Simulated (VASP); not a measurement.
# SnTe (Fm-3m) in VASP: a series of runs

SnTe is run at these levels: LDA, r2SCAN; tasks: single point.

Program: VASP 6.6.1. These are calculated values, not measurements. Logs are shortened: lines on timing, memory, paths and dates and some standing lists are left out, and cuts for length are marked.

## Step 1: The cell of the first run

Symmetry: Fm-3m, No. 225, cubic system. The conventional cell has a = 6.259 Å, b = 6.259 Å, c = 6.259 Å, α = 90.00°, β = 90.00°, γ = 90.00°. Within 4.1 Å of Te (site symmetry m-3m) lie 6 Sn at 3.13 Å. Within 4.1 Å of Sn (site symmetry m-3m) lie 6 Te at 3.13 Å.

## Step 2: Single point, LDA

INCAR

```
ALGO     = Normal         # electronic algorithm
EDIFF    = 1E-7           # SCF threshold, eV
ENCUT    = 520            # plane-wave cutoff, eV
ISIF     = 2              # what is computed and relaxed
ISMEAR   = -1             # smearing method
LASPH    = True           # aspherical terms in the spheres
LCHARG   = True           # write CHGCAR
LELF     = True           # ELF
LREAL    = False          # projectors in reciprocal space
LVHAR    = True         
LWAVE    = False          # write WAVECAR
NBANDS   = 17             # bands
NELM     = 80             # most SCF steps
PREC     = Accurate       # precision mode
SIGMA    = 0.05           # smearing width, eV
```

KPOINTS

```
k-points
0
Gamma
  7 7 7
```

POSCAR

```
SnTe
1.0
    0.0000000000      3.1297027185      3.1297027185
    3.1297027185      0.0000000000      3.1297027185
    3.1297027185      3.1297027185      0.0000000000
Te Sn
1 1
Direct
    0.5000000000      0.5000000000      0.5000000000
    0.0000000000      0.0000000000      0.0000000000
```

Potentials or basis: VASP PAW LDA potentials, release 64 (Te, Sn_d).

The run is started by

```console
$ cat potpaw_LDA.64/Te/POTCAR potpaw_LDA.64/Sn_d/POTCAR > POTCAR
$ mpirun -np 1 vasp_std > vasp.out
```

OUTCAR:

```text
EDIFF = 1E-7
   ENCUT = 520
   ISIF = 2
   ISMEAR = -1
   LASPH = True
   LREAL = False
   NELM = 80
   PREC = Accurate

 ion  position               nearest neighbor table
   1  0.500  0.500  0.500-   2 3.13   2 3.13   2 3.13   2 3.13   2 3.13   2 3.13
   2  0.000  0.000  0.000-   1 3.13   1 3.13   1 3.13   1 3.13   1 3.13   1 3.13

  LATTYP: Found a face centered cubic cell.
 ALAT       =     6.2594054370

  Lattice vectors:

 A1 = (   0.0000000000,   3.1297027185,   3.1297027185)
 A2 = (   3.1297027185,   0.0000000000,   3.1297027185)
 A3 = (   3.1297027185,   3.1297027185,   0.0000000000)

Analysis of symmetry for initial positions (statically):
=====================================================================
 Subroutine PRICEL returns:
 Original cell was already a primitive cell.

 Routine SETGRP: Setting up the symmetry group for a
 face centered cubic supercell.

 Subroutine GETGRP returns: Found 48 space group operations
 (whereof 48 operations were pure point group operations)
 out of a pool of 48 trial point group operations.

The static configuration has the point symmetry O_h .

Analysis of symmetry for dynamics (positions and initial velocities):
=====================================================================
 Subroutine PRICEL returns:
 Original cell was already a primitive cell.

 Routine SETGRP: Setting up the symmetry group for a
 face centered cubic supercell.

 Subroutine GETGRP returns: Found 48 space group operations
 (whereof 48 operations were pure point group operations)
 out of a pool of 48 trial point group operations.

The dynamic configuration has the point symmetry O_h .

 Subroutine INISYM returns: Found 48 space group operations
 (whereof 48 operations are pure point group operations),
 and found     1 'primitive' translations

----------------------------------------------------------------------------------------

                                     Primitive cell

  volume of cell :      61.3111

  direct lattice vectors                    reciprocal lattice vectors
     0.000000000  3.129702718  3.129702718    -0.159759583  0.159759583  0.159759583
     3.129702718  0.000000000  3.129702718     0.159759583 -0.159759583  0.159759583
     3.129702718  3.129702718  0.000000000     0.159759583  0.159759583 -0.159759583

  length of vectors
     4.426068031  4.426068031  4.426068031     0.276711714  0.276711714  0.276711714

  position of ions in fractional coordinates (direct lattice)
     0.500000000  0.500000000  0.500000000
     0.000000000  0.000000000  0.000000000

  ion indices of the primitive-cell ions
   primitive index   ion index
                 1           1
                 2           2

----------------------------------------------------------------------------------------

 KPOINTS: k-points

Automatic generation of k-mesh.
 Grid dimensions read from file:
 generate k-points for:    7    7    7

 Generating k-lattice:

  Cartesian coordinates                     Fractional coordinates (reciprocal lattice)
    -0.022822798  0.022822798  0.022822798     0.142857143  0.000000000  0.000000000
     0.022822798 -0.022822798  0.022822798     0.000000000  0.142857143  0.000000000
     0.022822798  0.022822798 -0.022822798     0.000000000  0.000000000  0.142857143

  Length of vectors
     0.039530245  0.039530245  0.039530245

  Shift w.r.t. Gamma in fractional coordinates (k-lattice)
     0.000000000  0.000000000  0.000000000

 Subroutine IBZKPT returns following result:
 ===========================================

 Found     20 irreducible k-points:

 Following reciprocal coordinates:
            Coordinates               Weight
  0.000000  0.000000  0.000000      1.000000
  0.142857  0.000000  0.000000      8.000000
  0.285714  0.000000  0.000000      8.000000
  0.428571  0.000000  0.000000      8.000000
  0.142857  0.142857  0.000000      6.000000
  0.285714  0.142857  0.000000     24.000000
[... 12 lines left out ...]
 -0.428571  0.428571  0.142857     24.000000
 -0.285714  0.428571  0.142857     24.000000
   k-points           NKPTS =     20   k-points in BZ     NKDIM =     20   number of bands    NBANDS=     17
   number of dos      NEDOS =    301   number of ions     NIONS =      2
   total plane-waves  NPLWV =  46656
   dimension x,y,z NGX =    36 NGY =   36 NGZ =   36
   dimension x,y,z NGXF=    72 NGYF=   72 NGZF=   72
   ions per type =               1   1
   NGX,Y,Z   is equivalent  to a cutoff of  13.52, 13.52, 13.52 a.u.
   NGXF,Y,Z  is equivalent  to a cutoff of  27.04, 27.04, 27.04 a.u.
 SYSTEM =  unknown system
   PREC   = accura    normal or accurate (medium, high low for compatibility)
   ISTART =      0    job   : 0-new  1-cont  2-samecut
   ICHARG =      2    charge: 1-file 2-atom 10-const
   ISPIN  =      1    spin polarized calculation?
   LNONCOLLINEAR =      F non collinear calculations
   LSORBIT =      F    spin-orbit coupling
   LASPH  =      T    aspherical Exc in radial PAW
   ENCUT  =  520.0 eV  38.22 Ry    6.18 a.u.   8.23  8.23  8.23*2*pi/ulx,y,z
   NELM   =     80;   NELMIN=  2; NELMDL= -5     # of ELM steps
   EDIFF  = 0.1E-06   stopping-criterion for ELM
   LREAL  =      F    real-space projection
   EDIFFG = 0.1E-05   stopping-criterion for IOM
   NSW    =      0    number of steps for IOM
   IBRION =     -1    ionic relax: 0-MD 1-quasi-New 2-CG
   NFREE  =      0    steps in history (QN), initial steepest desc. (CG)
   ISIF   =      2    stress and relaxation
   ISYM   =      2    0-nonsym 1-usesym 2-fastsym
   POTIM  = 0.5000    time-step for ionic-motion
   TEBEG  =    0.0;   TEEND  =   0.0 temperature during run
   PSTRESS=    0.0 pullay stress
   NELECT =      20.0000    total number of electrons
   NUPDOWN=      -1.0000    fix difference up-down
   EMIN   =  10.00;   EMAX   =-10.00  energy-range for DOS
   EFERMI =   0.00;   METHOD = LEGACY
   ISMEAR =    -1;   SIGMA  =   0.05  broadening in eV -4-tet -1-fermi 0-gaus
   EFERMI_NEDOS =   21; number of points for ismear=-14 and -15
   IALGO  =     38    algorithm
   IMIX   =      4    mixing-type and parameters
     AMIX     =   0.40;   BMIX     =  1.00
     AMIX_MAG =   1.60;   BMIX_MAG =  1.00
  volume/ion in A,a.u.               =      30.66       206.87
  Fermi-wavevector in a.u.,A,eV,Ry     =   1.126951  2.129629 17.279655  1.270019
  Thomas-Fermi vector in A             =   2.263635
   LORBIT       =      0    0 simple, 1 ext, 2 COOP (PROOUT), +10 PAW based schemes
   GGA     = CA    functional components
   LHFCALC =     F    Hartree Fock is set to
   AEXX    =    0.0000 exact exchange contribution
   IVDW    =     0    specifies the selected vdW correction
   LEPSILON=     F    determine dielectric tensor
   LRPA    =     F    only Hartree local field effects (RPA)
 non-spin polarized calculation
  energy-cutoff  :      520.00
  volume of cell :       61.31
 maximum number of plane-waves:      1673
 NGX is ok and might be reduce to    36
   NGX = 17   NGY = 17   NGZ = 17

 number of electron      19.9999997 magnetization

 Free energy of the ion-electron system (eV)
  ---------------------------------------------------
  ext. energy  EPLUGINS =         0.00000000
  ---------------------------------------------------
  free energy    TOTEN  =        -8.83768915 eV

  energy without entropy =       -8.83761098  energy(sigma->0) =       -8.83765007

 E-fermi :   7.0270     XC(G=0):  -9.8295

 val. band max:        6.7120923942   @ k =   0.4286   0.0000   0.0000
 cond. band min:       7.3813093845   @ k =   0.4286   0.0000   0.0000
 fundamental gap:      0.6692169903
 Fermi energy:         7.0270252038

 k-point     1 :       0.0000    0.0000    0.0000
  band No.  band energies     occupation
      1     -14.8091      2.00000
      2     -14.8091      2.00000
      3     -14.7985      2.00000
      4     -14.7985      2.00000
      5     -14.7985      2.00000
      6      -5.9809      2.00000
[... 9 lines left out ...]
     16      11.7339      0.00000
     17      13.7026      0.00000

 k-point     2 :       0.1429    0.0000    0.0000
  band No.  band energies     occupation
      1     -14.8100      2.00000
      2     -14.8100      2.00000
      3     -14.7981      2.00000
      4     -14.7972      2.00000
      5     -14.7972      2.00000
      6      -5.8047      2.00000
[... 9 lines left out ...]
     16      12.1539      0.00000
     17      15.1115      0.00000

 k-point     3 :       0.2857    0.0000    0.0000
  band No.  band energies     occupation
      1     -14.8124      2.00000
      2     -14.8124      2.00000
      3     -14.7974      2.00000
      4     -14.7940      2.00000
      5     -14.7940      2.00000
      6      -5.3200      2.00000
[... 9 lines left out ...]
     16      13.3066      0.00000
     17      17.5103      0.00000

 k-point     4 :       0.4286    0.0000    0.0000
  band No.  band energies     occupation
      1     -14.8146      2.00000
      2     -14.8146      2.00000
      3     -14.7969      2.00000
      4     -14.7913      2.00000
      5     -14.7913      2.00000
      6      -4.7581      2.00000
[... 9 lines left out ...]
     16      15.0597      0.00000
     17      16.5601      0.00000

 k-point     5 :       0.1429    0.1429    0.0000
  band No.  band energies     occupation
      1     -14.8124      2.00000
      2     -14.8081      2.00000
      3     -14.7993      2.00000
      4     -14.7963      2.00000
      5     -14.7963      2.00000
      6      -5.7465      2.00000
[... 9 lines left out ...]
     16      12.8376      0.00000
     17      14.1421      0.00000

 k-point     6 :       0.2857    0.1429    0.0000
  band No.  band energies     occupation
      1     -14.8155      2.00000
      2     -14.8087      2.00000
      3     -14.7991      2.00000
      4     -14.7940      2.00000
      5     -14.7933      2.00000
      6      -5.3655      2.00000
[... 9 lines left out ...]
     16      14.0169      0.00000
     17      15.6009      0.00000

 k-point     7 :       0.4286    0.1429    0.0000
  band No.  band energies     occupation
      1     -14.8174      2.00000
      2     -14.8113      2.00000
      3     -14.7973      2.00000
      4     -14.7923      2.00000
      5     -14.7906      2.00000
      6      -4.8096      2.00000
[... 9 lines left out ...]
     16      15.6987      0.00000
     17      16.4872      0.00000

 k-point     8 :      -0.4286    0.1429    0.0000
  band No.  band energies     occupation
      1     -14.8165      2.00000
      2     -14.8135      2.00000
      3     -14.7959      2.00000
      4     -14.7918      2.00000
      5     -14.7906      2.00000
      6      -4.5691      2.00000
[... 9 lines left out ...]
     16      14.9062      0.00000
     17      17.1523      0.00000
[... 123 lines left out ...]
      1     -14.8281      2.00000
      2     -14.8041      2.00000
      3     -14.8026      2.00000
      4     -14.7869      2.00000
      5     -14.7869      2.00000
      6      -4.4476      2.00000
[... 9 lines left out ...]
     16      16.9853      0.00000
     17      17.9778      0.00000

 k-point    16 :      -0.4286    0.4286    0.0000
  band No.  band energies     occupation
      1     -14.8274      2.00000
      2     -14.8054      2.00000
      3     -14.8013      2.00000
      4     -14.7874      2.00000
      5     -14.7869      2.00000
      6      -4.3027      2.00000
[... 9 lines left out ...]
     16      16.5304      0.00000
     17      17.1126      0.00000

 k-point    17 :       0.4286    0.2857    0.1429
  band No.  band energies     occupation
      1     -14.8186      2.00000
      2     -14.8092      2.00000
      3     -14.7986      2.00000
      4     -14.7917      2.00000
      5     -14.7914      2.00000
      6      -4.9427      2.00000
[... 9 lines left out ...]
     16      15.3937      0.00000
     17      16.2011      0.00000

 k-point    18 :      -0.4286    0.2857    0.1429
  band No.  band energies     occupation
      1     -14.8196      2.00000
      2     -14.8109      2.00000
      3     -14.7961      2.00000
      4     -14.7926      2.00000
      5     -14.7891      2.00000
      6      -4.4910      2.00000
[... 9 lines left out ...]
     16      15.7925      0.00000
     17      17.0351      0.00000

 k-point    19 :      -0.4286    0.4286    0.1429
  band No.  band energies     occupation
      1     -14.8249      2.00000
      2     -14.8071      2.00000
      3     -14.7997      2.00000
      4     -14.7898      2.00000
      5     -14.7870      2.00000
      6      -4.3680      2.00000
[... 9 lines left out ...]
     16      16.6849      0.00000
     17      17.5763      0.00000

 k-point    20 :      -0.2857    0.4286    0.1429
  band No.  band energies     occupation
      1     -14.8226      2.00000
      2     -14.8095      2.00000
      3     -14.7962      2.00000
      4     -14.7929      2.00000
      5     -14.7870      2.00000
      6      -4.2735      2.00000
[... 9 lines left out ...]
     16      16.8011      0.00000
     17      17.4902      0.00000

------------------------ aborting loop because EDIFF is reached ----------------------------------------

  FORCE on cell =-STRESS in cart. coord.  units (eV):
  Direction    XX          YY          ZZ          XY          YZ          ZX
  --------------------------------------------------------------------------------------
  -------------------------------------------------------------------------------------
  Total       -0.2334784     -0.2334784     -0.2334784     -0.0000000     -0.0000000     -0.0000000
  in kB       -6.1012382     -6.1012382     -6.1012382     -0.0000000     -0.0000000     -0.0000000
  external PRESSURE =      -6.1012382 kB  Pullay stress =       0.0000000 kB

 VOLUME and BASIS-vectors are now :
 -----------------------------------------------------------------------------
  energy-cutoff  :      520.00
  volume of cell :       61.31
      direct lattice vectors                 reciprocal lattice vectors
     0.000000000  3.129702718  3.129702718    -0.159759583  0.159759583  0.159759583
     3.129702718  0.000000000  3.129702718     0.159759583 -0.159759583  0.159759583
     3.129702718  3.129702718  0.000000000     0.159759583  0.159759583 -0.159759583

 POSITION                                       TOTAL-FORCE (eV/Angst)
 -----------------------------------------------------------------------------------
      3.12970      3.12970      3.12970        -0.000000     -0.000000     -0.000000
      0.00000      0.00000      0.00000         0.000000      0.000000      0.000000
 -----------------------------------------------------------------------------------
    total drift:                               -0.000000      0.000000      0.000000

  FREE ENERGIE OF THE ION-ELECTRON SYSTEM (eV)
  ---------------------------------------------------
  free  energy   TOTEN  =        -8.8376891537 eV

  energy  without entropy=       -8.8376109786  energy(sigma->0) =       -8.83765007
```

Run time: 30 s. Hardware: 1 thread of Intel Xeon Platinum 8488C (Sapphire Rapids), shared host; peak memory 0.18 GiB.

Results:

* Free energy: -8.8377 eV
* Pressure: -0.6 GPa

Caveat: this odd mesh misses L, so gap, dielectric constants and Born charges aren't listed; spin-orbit coupling is left out, which moves the levels of the heavy elements.

## Step 3: Single point, LDA

This run uses another cell than the first one, of 31.91 Å³/atom.

INCAR

```
SYSTEM = SnTe
  PREC = Accurate
  ENCUT = 520
  EDIFF = 1E-7
  ISMEAR = -1
  SIGMA = 0.05
  LREAL = .FALSE.
  LASPH = .TRUE.
  NELM = 80
  ALGO = Normal
  ISIF = 2
  LWAVE = .FALSE.
  LCHARG = .FALSE.
  GGA = CA
  NBANDS = 17
```

KPOINTS

```
regular mesh
0
G
  7 7 7
  0 0 0
```

POSCAR

```
SnTe
1.0
    0.0000000000      3.1717171644      3.1717171644
    3.1717171644      0.0000000000      3.1717171644
    3.1717171644      3.1717171644      0.0000000000
Te Sn
1 1
Direct
    0.5000000000      0.5000000000      0.5000000000
    0.0000000000      0.0000000000      0.0000000000
```

Potentials or basis: VASP PAW LDA potentials, release 64 (Te, Sn_d).

The run is started by

```console
$ cat potpaw_LDA.64/Te/POTCAR potpaw_LDA.64/Sn_d/POTCAR > POTCAR
$ mpirun -np 1 vasp_std > vasp.out
```

Wall time 25 s (1 thread of Intel Xeon Platinum 8488C (Sapphire Rapids), shared host); peak memory 0.17 GiB.

The run converged. Its results:

```yaml
Free_energy: -8.8148 eV
Pressure: -2.4 GPa
```

Levels at points of the mesh, in eV from the Fermi level:
```
           k point  band 7  band 8  band 9  band 10  band 11  band 12  band 13  band 14
(0.00, 0.00, 0.00)   -4.88   -2.08   -2.08    -2.08     3.23     3.23     3.23     4.80
```

Caveat: this odd mesh misses L, so gap, dielectric constants and Born charges aren't listed; spin-orbit coupling is left out, which moves the levels of the heavy elements.

[end of part 1 of 2]
